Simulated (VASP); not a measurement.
# As (Pm-3m) in VASP: notebook

Runs on As. Level: PBE. Tasks: single point, relaxation of cell and atoms.

All numbers are computed with VASP 6.6.1; they aren't measurements. Logs are shortened: lines on timing, memory, paths and dates and some standing lists are left out, and cuts for length are marked.

## 1. The cell of the first run

The structure is cubic, space group Pm-3m (No. 221). The conventional cell has a = 2.729 Å, b = 2.729 Å, c = 2.729 Å, α = 90.00°, β = 90.00°, γ = 90.00°. Within 3.6 Å of As (site symmetry m-3m) lie 6 As at 2.73 Å.

This isn't the form of As at room conditions, which is rhombohedral.

## 2. Single point, PBE

Contents of INCAR:

```
SYSTEM = As
PREC = Accurate
ENCUT = 520
EDIFF = 1E-6
ISMEAR = -1
SIGMA = 0.05
LREAL = .False.
LASPH = .True.
NELM = 60
ALGO = Normal
ISIF = 2
LWAVE = .False.
LCHARG = .False.
GGA = PE
NBANDS = 8
```

Contents of KPOINTS:

```
regular mesh
0
Gamma
  15 15 15
  0 0 0
```

Contents of POSCAR:

```
As
1.0
    2.7290832523      0.0000000000      0.0000000000
    0.0000000000      2.7290832523      0.0000000000
    0.0000000000      0.0000000000      2.7290832523
As
1
Direct
    0.0000000000      0.0000000000      0.0000000000
```

Potentials or basis: VASP PAW PBE potentials, release 64 (As).

Launch:

```
$ cat potpaw_PBE.64/As/POTCAR > POTCAR
$ mpirun -np 1 vasp_std > vasp.out
```

OUTCAR:

```text
SYSTEM = As
   PREC = Accurate
   ENCUT = 520
   EDIFF = 1E-6
   ISMEAR = -1
   LREAL = .False.
   LASPH = .True.
   NELM = 60
   ISIF = 2
   GGA = PE

 ion  position               nearest neighbor table
   1  0.000  0.000  0.000-

  LATTYP: Found a simple cubic cell.
 ALAT       =     2.7290832523

  Lattice vectors:

 A1 = (   2.7290832523,   0.0000000000,   0.0000000000)
 A2 = (   0.0000000000,   2.7290832523,   0.0000000000)
 A3 = (   0.0000000000,   0.0000000000,   2.7290832523)

Analysis of symmetry for initial positions (statically):
=====================================================================
 Subroutine PRICEL returns:
 Original cell was already a primitive cell.

 Routine SETGRP: Setting up the symmetry group for a
 simple cubic supercell.

 Subroutine GETGRP returns: Found 48 space group operations
 (whereof 48 operations were pure point group operations)
 out of a pool of 48 trial point group operations.

The static configuration has the point symmetry O_h .

Analysis of symmetry for dynamics (positions and initial velocities):
=====================================================================
 Subroutine PRICEL returns:
 Original cell was already a primitive cell.

 Routine SETGRP: Setting up the symmetry group for a
 simple cubic supercell.

 Subroutine GETGRP returns: Found 48 space group operations
 (whereof 48 operations were pure point group operations)
 out of a pool of 48 trial point group operations.

The dynamic configuration has the point symmetry O_h .

 Subroutine INISYM returns: Found 48 space group operations
 (whereof 48 operations are pure point group operations),
 and found     1 'primitive' translations

----------------------------------------------------------------------------------------

                                     Primitive cell

  volume of cell :      20.3259

  direct lattice vectors                    reciprocal lattice vectors
     2.729083252  0.000000000  0.000000000     0.366423413  0.000000000  0.000000000
     0.000000000  2.729083252  0.000000000     0.000000000  0.366423413  0.000000000
     0.000000000  0.000000000  2.729083252     0.000000000  0.000000000  0.366423413

  length of vectors
     2.729083252  2.729083252  2.729083252     0.366423413  0.366423413  0.366423413

  position of ions in fractional coordinates (direct lattice)
     0.000000000  0.000000000  0.000000000

  ion indices of the primitive-cell ions
   primitive index   ion index
                 1           1

----------------------------------------------------------------------------------------

 KPOINTS: regular mesh

Automatic generation of k-mesh.
 Grid dimensions read from file:
 generate k-points for:   15   15   15

 Generating k-lattice:

  Cartesian coordinates                     Fractional coordinates (reciprocal lattice)
     0.024428228  0.000000000  0.000000000     0.066666667  0.000000000  0.000000000
     0.000000000  0.024428228  0.000000000     0.000000000  0.066666667  0.000000000
     0.000000000  0.000000000  0.024428228     0.000000000  0.000000000  0.066666667

  Length of vectors
     0.024428228  0.024428228  0.024428228

  Shift w.r.t. Gamma in fractional coordinates (k-lattice)
     0.000000000  0.000000000  0.000000000

 Subroutine IBZKPT returns following result:
 ===========================================

 Found    120 irreducible k-points:

 Following reciprocal coordinates:
            Coordinates               Weight
  0.000000  0.000000  0.000000      1.000000
  0.066667  0.000000  0.000000      6.000000
  0.133333  0.000000  0.000000      6.000000
  0.200000  0.000000  0.000000      6.000000
  0.266667  0.000000  0.000000      6.000000
  0.333333  0.000000  0.000000      6.000000
[... 16 lines left out ...]
  0.266667  0.200000  0.000000     24.000000
  0.333333  0.200000  0.000000     24.000000
 [... further k-points ...]
   k-points           NKPTS =    120   k-points in BZ     NKDIM =    120   number of bands    NBANDS=      8
   number of dos      NEDOS =    301   number of ions     NIONS =      1
   total plane-waves  NPLWV =   8000
   dimension x,y,z NGX =    20 NGY =   20 NGZ =   20
   dimension x,y,z NGXF=    40 NGYF=   40 NGZF=   40
   ions per type =               1
   NGX,Y,Z   is equivalent  to a cutoff of  12.18, 12.18, 12.18 a.u.
   NGXF,Y,Z  is equivalent  to a cutoff of  24.37, 24.37, 24.37 a.u.
 SYSTEM =  As
   PREC   = accura    normal or accurate (medium, high low for compatibility)
   ISTART =      0    job   : 0-new  1-cont  2-samecut
   ICHARG =      2    charge: 1-file 2-atom 10-const
   ISPIN  =      1    spin polarized calculation?
   LNONCOLLINEAR =      F non collinear calculations
   LSORBIT =      F    spin-orbit coupling
   LASPH  =      T    aspherical Exc in radial PAW
   ENCUT  =  520.0 eV  38.22 Ry    6.18 a.u.   5.07  5.07  5.07*2*pi/ulx,y,z
   NELM   =     60;   NELMIN=  2; NELMDL= -5     # of ELM steps
   EDIFF  = 0.1E-05   stopping-criterion for ELM
   LREAL  =      F    real-space projection
[... 7 lines left out ...]
   TEBEG  =    0.0;   TEEND  =   0.0 temperature during run
   PSTRESS=    0.0 pullay stress
   NELECT =       5.0000    total number of electrons
   NUPDOWN=      -1.0000    fix difference up-down
   EMIN   =  10.00;   EMAX   =-10.00  energy-range for DOS
   EFERMI =   0.00;   METHOD = LEGACY
   ISMEAR =    -1;   SIGMA  =   0.05  broadening in eV -4-tet -1-fermi 0-gaus
   EFERMI_NEDOS =   21; number of points for ismear=-14 and -15
   IALGO  =     38    algorithm
   IMIX   =      4    mixing-type and parameters
     AMIX     =   0.40;   BMIX     =  1.00
     AMIX_MAG =   1.60;   BMIX_MAG =  1.00
  volume/ion in A,a.u.               =      20.33       137.17
  Fermi-wavevector in a.u.,A,eV,Ry     =   1.025765  1.938416 14.315978  1.052195
  Thomas-Fermi vector in A             =   2.159623
   LORBIT       =      0    0 simple, 1 ext, 2 COOP (PROOUT), +10 PAW based schemes
   GGA     = PE    functional components
   LHFCALC =     F    Hartree Fock is set to
   AEXX    =    0.0000 exact exchange contribution
   IVDW    =     0    specifies the selected vdW correction
   LEPSILON=     F    determine dielectric tensor
   LRPA    =     F    only Hartree local field effects (RPA)
 non-spin polarized calculation
  energy-cutoff  :      520.00
  volume of cell :       20.33
 maximum number of plane-waves:       558
   NGX = 11   NGY = 11   NGZ = 11

 number of electron       5.0000001 magnetization

 Free energy of the ion-electron system (eV)
  ---------------------------------------------------
  ext. energy  EPLUGINS =         0.00000000
  ---------------------------------------------------
  free energy    TOTEN  =        -4.55728135 eV

  energy without entropy =       -4.55301599  energy(sigma->0) =       -4.55514867

 E-fermi :   5.6493     XC(G=0): -10.3125

 val. band max:        5.6073797156   @ k =   0.2000   0.2000   0.0000
 cond. band min:       5.6547653144   @ k =   0.4000   0.2667   0.2000
 fundamental gap:      0.0473855988
 Fermi energy:         5.6493226541

 k-point     1 :       0.0000    0.0000    0.0000
  band No.  band energies     occupation
      1      -9.1139      2.00000
      2       9.6636      0.00000
      3       9.6636      0.00000
      4       9.6636      0.00000
      5      14.0891      0.00000
      6      14.0891      0.00000
      7      15.9296      0.00000
      8      30.1724      0.00000

 k-point     2 :       0.0667    0.0000    0.0000
  band No.  band energies     occupation
      1      -9.0342      2.00000
      2       8.6194      0.00000
      3       9.7334      0.00000
      4       9.7334      0.00000
      5      14.1609      0.00000
      6      14.8337      0.00000
      7      16.4440      0.00000
      8      28.8389      0.00000

 k-point     3 :       0.1333    0.0000    0.0000
  band No.  band energies     occupation
      1      -8.7970      2.00000
      2       6.6927      0.00000
      3       9.9387      0.00000
      4       9.9387      0.00000
      5      14.3743      0.00000
      6      15.5018      0.00000
      7      18.3293      0.00000
      8      26.8855      0.00000

 k-point     4 :       0.2000    0.0000    0.0000
  band No.  band energies     occupation
      1      -8.4089      2.00000
      2       4.6965      2.00000
      3      10.2649      0.00000
      4      10.2649      0.00000
      5      14.7215      0.00000
      6      15.9981      0.00000
      7      20.7699      0.00000
      8      25.0200      0.00000

 k-point     5 :       0.2667    0.0000    0.0000
  band No.  band energies     occupation
      1      -7.8856      2.00000
      2       2.8246      2.00000
      3      10.6838      0.00000
      4      10.6838      0.00000
      5      15.1854      0.00000
      6      16.5898      0.00000
      7      22.7757      0.00000
      8      23.3477      0.00000
[... 177 lines left out ...]
 k-point    22 :       0.2000    0.2000    0.0000
  band No.  band energies     occupation
      1      -7.7038      2.00000
      2       5.1148      1.99995
      3       5.6074      1.39645
      4      10.8619      0.00000
      5      15.9665      0.00000
      6      18.6826      0.00000
      7      21.3048      0.00000
      8      22.6346      0.00000

 k-point    23 :       0.2667    0.2000    0.0000
  band No.  band energies     occupation
      1      -7.1800      2.00000
      2       3.4669      2.00000
      3       5.8630      0.02749
      4      11.2771      0.00000
      5      16.1953      0.00000
      6      17.4848      0.00000
      7      22.2685      0.00000
      8      23.9188      0.00000

 k-point    24 :       0.3333    0.2000    0.0000
  band No.  band energies     occupation
      1      -6.5556      2.00000
      2       1.8241      2.00000
      3       6.3919      0.00000
      4      11.7330      0.00000
      5      15.3886      0.00000
      6      17.5012      0.00000
      7      22.5470      0.00000
      8      22.6400      0.00000

 [... further k-points ...]

------------------------ aborting loop because EDIFF is reached ----------------------------------------

  FORCE on cell =-STRESS in cart. coord.  units (eV):
  Direction    XX          YY          ZZ          XY          YZ          ZX
  --------------------------------------------------------------------------------------
  -------------------------------------------------------------------------------------
  Total        0.0190801      0.0190801      0.0190801      0.0000000      0.0000000     -0.0000000
  in kB        1.5039798      1.5039798      1.5039798      0.0000000      0.0000000     -0.0000000
  external PRESSURE =       1.5039798 kB  Pullay stress =       0.0000000 kB

 VOLUME and BASIS-vectors are now :
 -----------------------------------------------------------------------------
  energy-cutoff  :      520.00
  volume of cell :       20.33
      direct lattice vectors                 reciprocal lattice vectors
     2.729083252  0.000000000  0.000000000     0.366423413  0.000000000  0.000000000
     0.000000000  2.729083252  0.000000000     0.000000000  0.366423413  0.000000000
     0.000000000  0.000000000  2.729083252     0.000000000  0.000000000  0.366423413

 POSITION                                       TOTAL-FORCE (eV/Angst)
 -----------------------------------------------------------------------------------
      0.00000      0.00000      0.00000         0.000000      0.000000      0.000000
 -----------------------------------------------------------------------------------
    total drift:                                0.000000     -0.000000      0.000000

  FREE ENERGIE OF THE ION-ELECTRON SYSTEM (eV)
  ---------------------------------------------------
  free  energy   TOTEN  =        -4.5572813529 eV

  energy  without entropy=       -4.5530159869  energy(sigma->0) =       -4.55514867
```

Wall time 15 s (1 thread of Intel Xeon 8259CL, shared host); peak memory 0.13 GiB.

What came out:

- Free energy: -4.5573 eV
- Pressure: 0.2 GPa
- Band gap on the k mesh: zero (an odd number of electrons rules out a gap without spin polarisation)

Levels at points of the mesh, in eV from the Fermi level:
```tsv
k point	band 1	band 2	band 3	band 4	band 5	band 6
(0.00, 0.00, 0.00)	-14.76	4.01	4.01	4.01	8.44	8.44
```

## 3. Single point, PBE

This run uses another cell than the first one, of 20.27 Å³/atom.

Contents of INCAR:

```
PREC = Accurate
ENCUT = 520
EDIFF = 1E-6
ISMEAR = -1
SIGMA = 0.05
LREAL = F
LASPH = T
NELM = 80
ALGO = Normal
ISIF = 2
LWAVE = F
LCHARG = F
GGA = PE
NBANDS = 8
```

Contents of KPOINTS:

```
regular mesh
0
Gamma
  15 15 15
```

Contents of POSCAR:

```
As
1.0
    2.7264492757      0.0000000000      0.0000000000
    0.0000000000      2.7264492757      0.0000000000
    0.0000000000      0.0000000000      2.7264492757
As
1
Direct
    0.0000000000      0.0000000000      0.0000000000
```

Potentials or basis: VASP PAW PBE potentials, release 64 (As).

Launch:

```
$ cat potpaw_PBE.64/As/POTCAR > POTCAR
$ mpirun -np 1 vasp_std > vasp.out
```

Wall time 14 s (1 thread of Intel Xeon 8259CL, shared host); peak memory 0.13 GiB.

Results (log left out):

* Free energy: -4.5572 eV
* Pressure: 0.4 GPa
* Band gap on the k mesh: zero (an odd number of electrons rules out a gap without spin polarisation)

Levels at points of the mesh, in eV from the Fermi level:
| k point | band 1 | band 2 | band 3 | band 4 | band 5 | band 6 |
| --- | --- | --- | --- | --- | --- | --- |
| (0.00, 0.00, 0.00) | -14.79 | 4.02 | 4.02 | 4.02 | 8.44 | 8.44 |

## 4. Relaxation of cell and atoms, PBE

Contents of INCAR:

```
PREC = Accurate
ENCUT = 600
EDIFF = 1E-7
ISMEAR = -1
SIGMA = 0.05
LREAL = F
LASPH = T
NELM = 60
ALGO = Normal
ISIF = 3
LWAVE = F
LCHARG = F
GGA = PE
IBRION = 2
NSW = 45
EDIFFG = -0.005
```

KPOINTS is that of step 3.

Contents of POSCAR:

```
As
1.0
    2.7290832523      0.0000000000      0.0000000000
    0.0000000000      2.7290832523      0.0000000000
    0.0000000000      0.0000000000      2.7290832523
As
1
Direct
    0.0000000000      0.0000000000      0.0000000000
```

Launch:

```
$ cat potpaw_PBE.64/As/POTCAR > POTCAR
$ mpirun -np 1 vasp_std > vasp.out
```

It took 34 s on 1 thread of Intel Xeon 8259CL, shared host; peak memory 0.15 GiB.

It converged, with:

| Item | Value |
| --- | --- |
| Free energy | -4.5573 eV |
| Relaxed volume | 20.36 Å³/atom |
| Relaxed cell | a = 2.731 Å, b = 2.731 Å, c = 2.731 Å, α = 90.00°, β = 90.00°, γ = 90.00° |
| Space group after relaxing (to 0.1 Å) | Pm-3m (No. 221) |
| Energy gained by relaxing | 0.0 meV/atom |
| Ionic steps | 3 |
| Pressure after relaxing | 0.0 GPa |
| Band gap on the k mesh | zero (an odd number of electrons rules out a gap without spin polarisation) |

Final structure:
```xyz
1
Lattice="2.7307 0.0000 0.0000 0.0000 2.7307 0.0000 0.0000 0.0000 2.7307" Properties=species:S:1:pos:R:3 pbc="T T T"
As    0.0000    0.0000    0.0000
```

Levels at points of the mesh, in eV from the Fermi level:
| k point | band 1 | band 2 | band 3 | band 4 | band 5 | band 6 |
| --- | --- | --- | --- | --- | --- | --- |
| (0.00, 0.00, 0.00) | -14.75 | 4.01 | 4.01 | 4.01 | 8.44 | 8.44 |

## 5. Relaxation of cell and atoms, PBE

This run uses another cell than the first one, of 20.52 Å³/atom.

Contents of INCAR:

```
PREC = Accurate
ENCUT = 600
EDIFF = 1E-7
ISMEAR = -1
SIGMA = 0.05
LREAL = False
LASPH = True
NELM = 80
ALGO = Normal
ISIF = 3
LWAVE = False
LCHARG = False
GGA = PE
IBRION = 2
NSW = 60
EDIFFG = -0.005
```

Contents of KPOINTS:

```
Automatic mesh
0
Gamma
  15 15 15
```

Contents of POSCAR:

```
As
1.0
    2.7377415812      0.0000000000      0.0000000000
    0.0000000000      2.7377415812      0.0000000000
    0.0000000000      0.0000000000      2.7377415812
As
1
Direct
    0.0000000000      0.0000000000      0.0000000000
```

Launch:

```
$ cat potpaw_PBE.64/As/POTCAR > POTCAR
$ mpirun -np 1 vasp_std > vasp.out
```

It took 40 s on 1 thread of Intel Xeon 8259CL, shared host; peak memory 0.15 GiB.

The run converged. Its results:

```yaml
Free_energy: -4.5573 eV
Relaxed_volume: 20.36 Å³/atom
Relaxed_cell: a = 2.731 Å, b = 2.731 Å, c = 2.731 Å, α = 90.00°, β = 90.00°, γ = 90.00°
Space_group_after_relaxing_to_0.1_Å: Pm-3m (No. 221)
Energy_gained_by_relaxing: 0.3 meV/atom
Ionic_steps: 3
Pressure_after_relaxing: 0.0 GPa
Band_gap_on_the_k_mesh: zero (an odd number of electrons rules out a gap without spin polarisation)
```

The path:
```csv
step,energy change (eV),largest force (eV/Å),pressure (GPa),volume (Å³)
1,0.0000,0.0000,-0.59,20.52
2,-0.0002,0.0000,0.27,20.30
3,-0.0003,0.0000,0.01,20.36
```

Final structure:
```
As
1.0
     2.73072    0.00000    0.00000
     0.00000    2.73072    0.00000
     0.00000    0.00000    2.73072
As
1
Direct
  0.00000 0.00000 0.00000
```

Levels at points of the mesh, in eV from the Fermi level:
```tsv
k point	band 1	band 2	band 3	band 4	band 5	band 6
(0.00, 0.00, 0.00)	-14.75	4.01	4.01	4.01	8.44	8.44
```

## 6. Overview

```tsv
task	cell	cutoff (eV)	gap on the mesh (eV)	pressure (GPa)	relaxed volume (Å³/atom)
single point	a = 2.729 Å, 1 atom	520	none	0.2	-
single point	a = 2.726 Å, 1 atom	520	none	0.4	-
relaxation of cell and atoms	relaxed from a = 2.729 Å, 1 atom	600	none	0.0	20.36
relaxation of cell and atoms	relaxed from a = 2.738 Å, 1 atom	600	none	0.0	20.36
```

Alike in all rows: level PBE; potentials or basis VASP PAW PBE potentials, release 64 (As); no spin polarisation; k mesh 15 × 15 × 15; smearing fermi-dirac 0.05 eV.

Absolute energies hang on the potentials; compare differences alone.
